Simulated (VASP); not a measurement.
# Y (P6/mmm) in VASP: notebook

The runs below take Y through single point, with PBEsol.

Program: VASP 6.6.1. These are calculated values, not measurements. Logs are shortened: lines on timing, memory, paths and dates and some standing lists are left out, and cuts for length are marked.

## (1) The cell of the first run

It takes space group P6/mmm (No. 191, hexagonal). Conventional cell: a = 5.631 Å, b = 5.631 Å, c = 3.515 Å, α = 90.00°, β = 90.00°, γ = 120.00°. Within 4.6 Å of Y (site symmetry 6/mmm) lie 14 Y at 3.51 to 3.70 Å. Y (site symmetry -6m2) has 11 Y at 3.25 to 3.70 Å within 4.3 Å.

## (2) Single point, PBEsol (volume scaled by 1.04)

INCAR reads:

```
SYSTEM = Y
  PREC = Accurate
  ENCUT = 520
  EDIFF = 1E-6
  ISMEAR = -1
  SIGMA = 0.1
  LREAL = .FALSE.
  LASPH = .TRUE.
  NELM = 60
  ALGO = Normal
  ISIF = 2
  LWAVE = .FALSE.
  LCHARG = .FALSE.
  GGA = PS
  NBANDS = 24
```

KPOINTS reads:

```
Automatic mesh
0
G
  8 8 10
  0 0 0
```

POSCAR reads:

```
Y
1.0
    5.6305914963      0.0000000000      0.0000000000
   -2.8152957481      4.8762352741      0.0000000000
    0.0000000000      0.0000000000      3.5148769357
Y
3
Direct
    0.0000000000      0.0000000000      0.0000000000
    0.3333333333      0.6666666667      0.5000000000
    0.6666666667      0.3333333333      0.5000000000
```

Potentials or basis: VASP PAW PBE potentials, release 64 (Y_sv).

Launch:

```
> cat potpaw_PBE.64/Y_sv/POTCAR > POTCAR
> mpirun -np 1 vasp_std > vasp.out
```

OUTCAR:

```text
SYSTEM = Y
   PREC = Accurate
   ENCUT = 520
   EDIFF = 1E-6
   ISMEAR = -1
   LREAL = .FALSE.
   LASPH = .TRUE.
   NELM = 60
   ISIF = 2
   GGA = PS

 ion  position               nearest neighbor table
   1  0.000  0.000  0.000-   2 3.70   3 3.70   2 3.70   3 3.70   2 3.70   2 3.70   3 3.70   3 3.70
                             3 3.70   3 3.70   2 3.70   2 3.70
   2  0.333  0.667  0.500-   3 3.25   3 3.25   3 3.25   1 3.70   1 3.70   1 3.70   1 3.70   1 3.70
                             1 3.70
   3  0.667  0.333  0.500-   2 3.25   2 3.25   2 3.25   1 3.70   1 3.70   1 3.70   1 3.70   1 3.70
                             1 3.70

  LATTYP: Found a hexagonal cell.
 ALAT       =     5.6305914963
 C/A-ratio  =     0.6242464825

  Lattice vectors:

 A1 = (   5.6305914963,   0.0000000000,   0.0000000000)
 A2 = (  -2.8152957481,   4.8762352741,   0.0000000000)
 A3 = (   0.0000000000,   0.0000000000,   3.5148769357)

Analysis of symmetry for initial positions (statically):
=====================================================================
 Subroutine PRICEL returns:
 Original cell was already a primitive cell.

 Routine SETGRP: Setting up the symmetry group for a
 hexagonal supercell.

 Subroutine GETGRP returns: Found 24 space group operations
 (whereof 24 operations were pure point group operations)
 out of a pool of 24 trial point group operations.

The static configuration has the point symmetry D_6h.

Analysis of symmetry for dynamics (positions and initial velocities):
=====================================================================
 Subroutine PRICEL returns:
 Original cell was already a primitive cell.

 Routine SETGRP: Setting up the symmetry group for a
 hexagonal supercell.

 Subroutine GETGRP returns: Found 24 space group operations
 (whereof 24 operations were pure point group operations)
 out of a pool of 24 trial point group operations.

The dynamic configuration has the point symmetry D_6h.

 Subroutine INISYM returns: Found 24 space group operations
 (whereof 24 operations are pure point group operations),
 and found     1 'primitive' translations

----------------------------------------------------------------------------------------

                                     Primitive cell

  volume of cell :      96.5048

  direct lattice vectors                    reciprocal lattice vectors
     5.630591496  0.000000000  0.000000000     0.177601234  0.102538120  0.000000000
    -2.815295748  4.876235274  0.000000000     0.000000000  0.205076241  0.000000000
     0.000000000  0.000000000  3.514876936     0.000000000  0.000000000  0.284504982

  length of vectors
     5.630591496  5.630591496  3.514876936     0.205076241  0.205076241  0.284504982

  position of ions in fractional coordinates (direct lattice)
     0.000000000  0.000000000  0.000000000
     0.333333333  0.666666667  0.500000000
     0.666666667  0.333333333  0.500000000

  ion indices of the primitive-cell ions
   primitive index   ion index
                 1           1
                 2           2
                 3           3

----------------------------------------------------------------------------------------

 KPOINTS: Automatic mesh

Automatic generation of k-mesh.
 Grid dimensions read from file:
 generate k-points for:    8    8   10

 Generating k-lattice:

  Cartesian coordinates                     Fractional coordinates (reciprocal lattice)
     0.022200154  0.012817265  0.000000000     0.125000000  0.000000000  0.000000000
     0.000000000  0.025634530  0.000000000     0.000000000  0.125000000  0.000000000
     0.000000000  0.000000000  0.028450498     0.000000000  0.000000000  0.100000000

  Length of vectors
     0.025634530  0.025634530  0.028450498

  Shift w.r.t. Gamma in fractional coordinates (k-lattice)
     0.000000000  0.000000000  0.000000000

 Subroutine IBZKPT returns following result:
 ===========================================

 Found     60 irreducible k-points:

 Following reciprocal coordinates:
            Coordinates               Weight
  0.000000  0.000000  0.000000      1.000000
  0.125000 -0.000000  0.000000      6.000000
  0.250000 -0.000000  0.000000      6.000000
  0.375000 -0.000000  0.000000      6.000000
  0.500000 -0.000000  0.000000      3.000000
  0.125000  0.125000  0.000000      6.000000
[... 16 lines left out ...]
  0.250000 -0.000000  0.200000     12.000000
  0.375000 -0.000000  0.200000     12.000000
 [... further k-points ...]
   k-points           NKPTS =     60   k-points in BZ     NKDIM =     60   number of bands    NBANDS=     24
   number of dos      NEDOS =    301   number of ions     NIONS =      3
   total plane-waves  NPLWV =  49392
   dimension x,y,z NGX =    42 NGY =   42 NGZ =   28
   dimension x,y,z NGXF=    84 NGYF=   84 NGZF=   56
   ions per type =               3
   NGX,Y,Z   is equivalent  to a cutoff of  12.40, 12.40, 13.24 a.u.
   NGXF,Y,Z  is equivalent  to a cutoff of  24.80, 24.80, 26.49 a.u.
 SYSTEM =  Y
   PREC   = accura    normal or accurate (medium, high low for compatibility)
   ISTART =      0    job   : 0-new  1-cont  2-samecut
   ICHARG =      2    charge: 1-file 2-atom 10-const
   ISPIN  =      1    spin polarized calculation?
   LNONCOLLINEAR =      F non collinear calculations
   LSORBIT =      F    spin-orbit coupling
   LASPH  =      T    aspherical Exc in radial PAW
   ENCUT  =  520.0 eV  38.22 Ry    6.18 a.u.  10.47 10.47  6.54*2*pi/ulx,y,z
   NELM   =     60;   NELMIN=  2; NELMDL= -5     # of ELM steps
   EDIFF  = 0.1E-05   stopping-criterion for ELM
   LREAL  =      F    real-space projection
   EDIFFG = 0.1E-04   stopping-criterion for IOM
   NSW    =      0    number of steps for IOM
   IBRION =     -1    ionic relax: 0-MD 1-quasi-New 2-CG
   NFREE  =      0    steps in history (QN), initial steepest desc. (CG)
   ISIF   =      2    stress and relaxation
   ISYM   =      2    0-nonsym 1-usesym 2-fastsym
   POTIM  = 0.5000    time-step for ionic-motion
   TEBEG  =    0.0;   TEEND  =   0.0 temperature during run
   PSTRESS=    0.0 pullay stress
   NELECT =      33.0000    total number of electrons
   NUPDOWN=      -1.0000    fix difference up-down
   EMIN   =  10.00;   EMAX   =-10.00  energy-range for DOS
   EFERMI =   0.00;   METHOD = LEGACY
   ISMEAR =    -1;   SIGMA  =   0.10  broadening in eV -4-tet -1-fermi 0-gaus
   EFERMI_NEDOS =   21; number of points for ismear=-14 and -15
   IALGO  =     38    algorithm
   IMIX   =      4    mixing-type and parameters
     AMIX     =   0.40;   BMIX     =  1.00
     AMIX_MAG =   1.60;   BMIX_MAG =  1.00
  volume/ion in A,a.u.               =      32.17       217.08
  Fermi-wavevector in a.u.,A,eV,Ry     =   1.144801  2.163360 17.831368  1.310569
  Thomas-Fermi vector in A             =   2.281491
   LORBIT       =      0    0 simple, 1 ext, 2 COOP (PROOUT), +10 PAW based schemes
   GGA     = PS    functional components
   LHFCALC =     F    Hartree Fock is set to
   AEXX    =    0.0000 exact exchange contribution
   IVDW    =     0    specifies the selected vdW correction
   LEPSILON=     F    determine dielectric tensor
   LRPA    =     F    only Hartree local field effects (RPA)
 non-spin polarized calculation
  energy-cutoff  :      520.00
  volume of cell :       96.50
 maximum number of plane-waves:      2623
 NGX is ok and might be reduce to    42
   NGX = 21   NGY = 21   NGZ = 13

 number of electron      33.0000002 magnetization

 Free energy of the ion-electron system (eV)
  ---------------------------------------------------
  ext. energy  EPLUGINS =         0.00000000
  ---------------------------------------------------
  free energy    TOTEN  =       -20.35502035 eV

  energy without entropy =      -20.16589634  energy(sigma->0) =      -20.26045834

 E-fermi :   2.9372     XC(G=0):  -9.6115

 val. band max:        2.9371326725   @ k =   0.0000   0.0000   0.1000
 cond. band min:       2.9469335473   @ k =   0.0000   0.0000   0.1000
 fundamental gap:      0.0098008747
 Fermi energy:         2.9372145409

 k-point     1 :       0.0000    0.0000    0.0000
  band No.  band energies     occupation
      1     -39.6157      2.00000
      2     -39.5062      2.00000
      3     -39.5007      2.00000
      4     -19.8386      2.00000
      5     -19.8386      2.00000
      6     -19.6285      2.00000
[... 16 lines left out ...]
     23       5.8069      0.00000
     24       5.8073      0.00000

 k-point     2 :       0.1250   -0.0000    0.0000
  band No.  band energies     occupation
      1     -39.6114      2.00000
      2     -39.5071      2.00000
      3     -39.5043      2.00000
      4     -19.8642      2.00000
      5     -19.8445      2.00000
      6     -19.5974      2.00000
[... 16 lines left out ...]
     23       5.4709      0.00000
     24       5.5096      0.00000

 k-point     3 :       0.2500   -0.0000    0.0000
  band No.  band energies     occupation
      1     -39.5992      2.00000
      2     -39.5150      2.00000
      3     -39.5087      2.00000
      4     -19.9100      2.00000
      5     -19.8336      2.00000
      6     -19.5361      2.00000
[... 16 lines left out ...]
     23       5.4019      0.00000
     24       5.8584      0.00000

 k-point     4 :       0.3750   -0.0000    0.0000
  band No.  band energies     occupation
      1     -39.5824      2.00000
      2     -39.5300      2.00000
      3     -39.5107      2.00000
      4     -19.9451      2.00000
      5     -19.7826      2.00000
      6     -19.5258      2.00000
[... 16 lines left out ...]
     23       5.5361      0.00000
     24       6.4696      0.00000

 k-point     5 :       0.5000   -0.0000    0.0000
  band No.  band energies     occupation
      1     -39.5711      2.00000
      2     -39.5406      2.00000
      3     -39.5115      2.00000
      4     -19.9579      2.00000
      5     -19.7276      2.00000
      6     -19.6021      2.00000
[... 16 lines left out ...]
     23       5.8836      0.00000
     24       5.9392      0.00000

 k-point     6 :       0.1250    0.1250    0.0000
  band No.  band energies     occupation
      1     -39.6031      2.00000
      2     -39.5111      2.00000
      3     -39.5087      2.00000
      4     -19.8906      2.00000
      5     -19.8487      2.00000
      6     -19.5464      2.00000
[... 16 lines left out ...]
     23       5.3133      0.00000
     24       5.7346      0.00000
[... 379 lines left out ...]
 k-point    21 :       0.0000    0.0000    0.2000
  band No.  band energies     occupation
      1     -39.6028      2.00000
      2     -39.4999      2.00000
      3     -39.4916      2.00000
      4     -19.8223      2.00000
      5     -19.8223      2.00000
      6     -19.5940      2.00000
[... 16 lines left out ...]
     23       5.4183      0.00000
     24       5.4183      0.00000

 k-point    22 :       0.1250   -0.0000    0.2000
  band No.  band energies     occupation
      1     -39.5987      2.00000
      2     -39.5005      2.00000
      3     -39.4951      2.00000
      4     -19.8412      2.00000
      5     -19.8225      2.00000
      6     -19.6078      2.00000
[... 16 lines left out ...]
     23       5.2621      0.00000
     24       5.5306      0.00000

 k-point    23 :       0.2500   -0.0000    0.2000
  band No.  band energies     occupation
      1     -39.5873      2.00000
      2     -39.5058      2.00000
      3     -39.5014      2.00000
      4     -19.8779      2.00000
      5     -19.8103      2.00000
      6     -19.5986      2.00000
[... 16 lines left out ...]
     23       5.3400      0.00000
     24       5.7477      0.00000

 k-point    24 :       0.3750   -0.0000    0.2000
  band No.  band energies     occupation
      1     -39.5717      2.00000
      2     -39.5201      2.00000
      3     -39.5029      2.00000
      4     -19.9074      2.00000
      5     -19.7729      2.00000
      6     -19.6025      2.00000
[... 16 lines left out ...]
     23       5.5355      0.00000
     24       6.1556      0.00000

 [... further k-points ...]
[... 5 lines left out ...]
  --------------------------------------------------------------------------------------
  -------------------------------------------------------------------------------------
  Total       -1.0077107     -1.0077107     -0.9232803     -0.0000000      0.0000000      0.0000000
  in kB      -16.7300659    -16.7300659    -15.3283474     -0.0000000      0.0000000      0.0000000
  external PRESSURE =     -16.2628264 kB  Pullay stress =       0.0000000 kB

 VOLUME and BASIS-vectors are now :
 -----------------------------------------------------------------------------
  energy-cutoff  :      520.00
  volume of cell :       96.50
      direct lattice vectors                 reciprocal lattice vectors
     5.630591496  0.000000000  0.000000000     0.177601234  0.102538120  0.000000000
    -2.815295748  4.876235274  0.000000000     0.000000000  0.205076241  0.000000000
     0.000000000  0.000000000  3.514876936     0.000000000  0.000000000  0.284504982

 POSITION                                       TOTAL-FORCE (eV/Angst)
 -----------------------------------------------------------------------------------
      0.00000      0.00000      0.00000         0.000000      0.000000      0.000000
     -0.00000      3.25082      1.75744        -0.000000     -0.000000      0.000000
      2.81530      1.62541      1.75744        -0.000000      0.000000      0.000000
 -----------------------------------------------------------------------------------
    total drift:                               -0.000000      0.000000     -0.000000

  FREE ENERGIE OF THE ION-ELECTRON SYSTEM (eV)
  ---------------------------------------------------
  free  energy   TOTEN  =       -20.3550203460 eV

  energy  without entropy=      -20.1658963435  energy(sigma->0) =      -20.26045834
```

Run time: 93 s. Hardware: 1 thread of AMD EPYC 7R13 (Zen 3), shared host; peak memory 0.25 GiB.

What came out:

```
Free energy : -20.3550 eV
Pressure    : -1.6 GPa
```

Stress tensor (GPa, compression positive):
```
-1.67  0.00  0.00
 0.00 -1.67  0.00
 0.00  0.00 -1.53
```

Caveat: the PAW data sets were made with another functional, which shifts forces and pressure a little.

(Part 1 of 2 ends here.)
